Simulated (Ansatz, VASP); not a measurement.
Sn2TeAs2: VASP beside Ansatz

Contents of INCAR:

```
SYSTEM = Sn2TeAs2
PREC = Accurate
ENCUT = 600
EDIFF = 1E-6
ISMEAR = 0
SIGMA = 0.1
LREAL = .FALSE.
LASPH = .TRUE.
NELM = 100
ALGO = Normal
ISIF = 3
LWAVE = .FALSE.
LCHARG = .FALSE.
GGA = PE
IBRION = 2
NSW = 90
EDIFFG = -0.04
```

Contents of KPOINTS:

```
Automatic mesh
0
G
  6 6 6
  0 0 0
```

The input POSCAR:

```
Sn2TeAs2
1.0
   -2.4206724000      2.4206724000      5.7817415000
    2.4206724000     -2.4206724000      5.7817415000
    2.4206724000      2.4206724000     -5.7817415000
Sn Te As
2 1 2
Direct
    0.3849999900      0.3849999900      0.0000000000
    0.6150000100      0.6150000100      0.0000000000
    0.0000000000      0.0000000000      0.0000000000
    0.7500000000      0.2500000000      0.5000000000
    0.2500000000      0.7500000000      0.5000000000
```

Input for Ansatz:

```yaml
crystal:
  lattice:
    - [-2.4206724, 2.4206724, 5.7817415]
    - [2.4206724, -2.4206724, 5.7817415]
    - [2.4206724, 2.4206724, -5.7817415]
  atoms:
    - { symbol: Sn, position: [0.38499999, 0.38499999, 0.0] }
    - { symbol: Sn, position: [0.61500001, 0.61500001, 0.0] }
    - { symbol: Te, position: [0.0, 0.0, 0.0] }
    - { symbol: As, position: [0.75, 0.25, 0.5] }
    - { symbol: As, position: [0.25, 0.75, 0.5] }
basis:
  ecutwfc: 420
kpoints:
  mp_grid: { grid: [6, 6, 6] }
hamiltonian:
  xc: pbe
scf:
  occupations: { method: gaussian, width: 0.1 }
  lower_state_search: "off"
output:
  forces: true
  stress: true
  eigenvalues: true
relax:
  adjacent_minimum: "off"
  f_tol: 0.04
  max_steps: 70
  cell: { stress_tol: 0.4 }
```

Change from the starting cell: species swapped into the TbSi2Pd2 type (I4/mmm, No. 139).

Alike in both runs: task relaxation of cell and atoms; functional PBE; k mesh 6 × 6 × 6; occupations gaussian, width 0.1 eV; no spin polarisation.

```csv
,VASP,Ansatz
version,VASP 6.6.1,Ansatz 0.2.0
potentials or method,"VASP PAW PBE potentials, release 64 (Sn_d, Te, As), cutoff 600 eV","scalar-relativistic, plane waves, PAW"
valence electrons in the cell,44,74
```

```csv
,VASP,Ansatz,Ansatz less VASP
"gap on the k mesh at the Fermi level, each at its own relaxed structure (eV)",none,none,-
relaxed volume (Å³/atom),26.61,26.56,-0.053
relaxed length of the cell vector where the two differ most in proportion (Å),6.104,6.103,-0.0003
```

A gap of «none» marks a metal or a gap that the smearing closes. VASP's potentials hold 44 valence electrons a cell and Ansatz's 74, so a difference there can come from the potentials and not from the codes.

Spin-orbit coupling is off throughout.
